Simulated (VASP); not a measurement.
## Ga2PdS3: single point with PBE

Crystal: Ga2PdS3.

```
Ga Pd S
1.0
     3.41994    0.00000    0.00000
     0.00000    3.41994    0.00000
     0.00000    0.00000    9.49067
Ga Pd S
2 1 3
Direct
  0.00000 0.50000 0.72700
  0.50000 0.00000 0.27300
  0.00000 0.00000 0.00000
  0.00000 0.50000 0.34527
  0.50000 0.00000 0.65473
  0.50000 0.50000 0.00000
```

The cell was built from a structure type or drawn by symmetry, and may not be a known phase.

| Quantity | Value |
| --- | --- |
| Program | VASP 6.6.1 |
| Task | single point |
| Functional | PBE |
| Potentials or basis | VASP PAW PBE potentials, release 64 (Ga_d, Pd, S) |
| Cutoff | 520 eV |
| k mesh | 6 × 6 × 2 |
| Occupations | gaussian, width 0.1 eV |
| Spin | no spin polarisation |
| Dipole correction | no |
| Further INCAR settings | ALGO = Normal; EDIFF = 1e-07; NBANDS = 36 |

- Pressure: 0.2 GPa
- Largest force: 0.031 eV/Å
- Band gap on the k mesh: zero (bands 27 and 28 overlap by 2.52 eV)

Forces on the atoms (eV/Å):
```
Ga   0.000  0.000 -0.014
Ga   0.000  0.000  0.014
Pd   0.000  0.000  0.000
S    0.000  0.000 -0.031
S    0.000  0.000  0.031
S    0.000  0.000  0.000
```

Stress tensor (GPa, compression positive):
```
0.19 0.00 0.00
0.00 0.19 0.00
0.00 0.00 0.10
```

Levels at points of the mesh, in eV from the Fermi level:
```
           k point  band 25  band 26  band 27  band 28  band 29  band 30
(0.00, 0.00, 0.00)    -1.77    -1.77    -1.57    -0.74     0.17     2.84
(0.50, 0.00, 0.00)    -0.91    -0.24     0.32     1.58     3.19     4.04
(0.50, 0.50, 0.00)    -1.92    -1.68    -1.28    -1.28    -0.91     1.35
(0.00, 0.00, 0.50)    -1.67    -1.67    -1.52    -0.51     0.12     2.42
(0.50, 0.00, 0.50)    -0.91    -0.11     1.01     1.08     3.18     3.72
(0.50, 0.50, 0.50)    -2.03    -1.68    -1.16    -1.16    -0.90     1.55
```

It took 2.7 min on 1 thread of Intel Xeon 8259CL, on a shared host, peak memory 0.27 GiB.
